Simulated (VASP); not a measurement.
Set up this calculation in VASP 6.6.1, as the native input.

- Task: single point
- Functional: PBEsol
- Potentials or basis: VASP PAW PBE potentials, release 64 (H, C, N)
- Cutoff: 520 eV
- k mesh: 2 × 2 × 1
- Occupations: fermi-dirac, width 0.02 eV
- Spin: collinear spin, ferromagnetic start
- Starting moments: [0.0, 0.0, 0.0, 0.0, 0.0, 0.0, 0.0, 0.0, 0.0, 0.0, 0.0, 0.0, 0.0, 0.0, 0.0, 0.0, 0.0, 0.0, 0.0, 0.0, 0.0, 0.0, 0.0, 0.0, 0.0, 0.0, 0.0, 0.0, 0.0, 0.0, 1.0] μB
- Dipole correction: no
- Further INCAR settings: LREAL = Auto; ALGO = Normal; EDIFF = 1e-06; NBANDS = 72

The structure of H10C20N lies in POSCAR:

```
H10C20N
1.0
    5.0487420000      0.0000000000      0.0000000000
    0.0000000000      5.0487420000      0.0000000000
    0.0000000000      0.0000000000     17.1647000000
H C N
10 20 1
Direct
    0.4277897346      0.0000000000      0.0582591015
    0.0722160095      0.0000000000      0.0582591015
    0.9277954786      0.0000000000      0.0582591015
    0.5722217535      0.0000000000      0.0582591015
    0.4277897346      0.5000057440      0.0582591015
    0.0722160095      0.5000057440      0.0582591015
    0.9277954786      0.5000057440      0.0582591015
    0.5722217535      0.5000057440      0.0582591015
    0.1813521071      0.3174454151      0.4096430465
    0.3817386589      0.1132559358      0.3849761429
    0.2500028720      0.0000000000      0.0952361533
    0.7500086160      0.0000000000      0.0952361533
    0.2500028720      0.5000057440      0.0952361533
    0.7500086160      0.5000057440      0.0952361533
    0.2500028720      0.2500028720      0.1472324014
    0.7500086160      0.2500028720      0.1472324014
    0.2500028720      0.7500086160      0.1472324014
    0.7500086160      0.7500086160      0.1472324014
    0.0013666771      0.2407728499      0.1924764196
    0.4994115366      0.2414462850      0.1924531160
   -0.0009309250      0.7727865674      0.2054099402
    0.5004414961      0.7726083052      0.2055963693
   -0.0019410776      0.0316316421      0.2567944677
    0.4989163637      0.0328794777      0.2573129737
    0.0002772968      0.4777625793      0.2543650632
    0.5000057440      0.4765741644      0.2537242131
    0.2483192843      0.0828127086      0.2995974296
    0.7490380772      0.0985195916      0.3004887939
    0.2543405862      0.3856802348      0.2932064062
    0.7492757602      0.3839372263      0.2907828275
    0.3837787710      0.3082550069      0.4114141232
```

The input as run:

INCAR

```
  PREC = Accurate
  ENCUT = 520
  EDIFF = 1E-6
  ISMEAR = -1
  SIGMA = 0.02
  LREAL = Auto
  LASPH = T
  NELM = 150
  ALGO = Normal
  ISIF = 2
  LWAVE = F
  LCHARG = F
  ISPIN = 2
  MAGMOM = 0 0 0 0 0 0 0 0 0 0 0 0 0 0 0 0 0 0 0 0 0 0 0 0 0 0 0 0 0 0 1
  LORBIT = 11
  GGA = PS
  NBANDS = 72
```

KPOINTS

```
Automatic mesh
0
Gamma
  2 2 1
```

Potentials or basis: VASP PAW PBE potentials, release 64 (H, C, N).

Run with:

```sh
$ cat potpaw_PBE.64/H/POTCAR potpaw_PBE.64/C/POTCAR potpaw_PBE.64/N/POTCAR > POTCAR
$ mpirun -np 1 vasp_std > vasp.out
```

Results of the run:

| Item | Value |
| --- | --- |
| Largest force | 8.956 eV/Å |
| Band gap on the k mesh | 0.54 eV |
| Net moment | 1.00 μB per cell |
| Site moments | H +0.00, -0.00, +0.01 (each value once); C +0.00, -0.00, +0.01, +0.32, -0.06, +0.02 (each value once); N +0.33 μB |
| Valence electrons inside the program's atomic spheres | H 0.84, 0.73, 0.66 (each value once); C 2.68, 2.67, 2.63, 2.61, 2.48, 2.62, 2.41, 2.40, 2.58, 2.57, 2.50, 2.53, 2.54, 2.46 (each value once); N 3.68 |

Caveat: the k points lie up to 0.62 Å⁻¹ apart; there is no dipole correction, which matters where the two faces differ; semilocal functionals underestimate gaps, and a narrow one can read as zero; the PAW data sets were made with another functional, which shifts forces and pressure a little.

Run time: 6 min on 1 thread of AMD EPYC 9R45 96-Core Processor (Zen 5), on a shared host, peak memory 0.67 GiB.
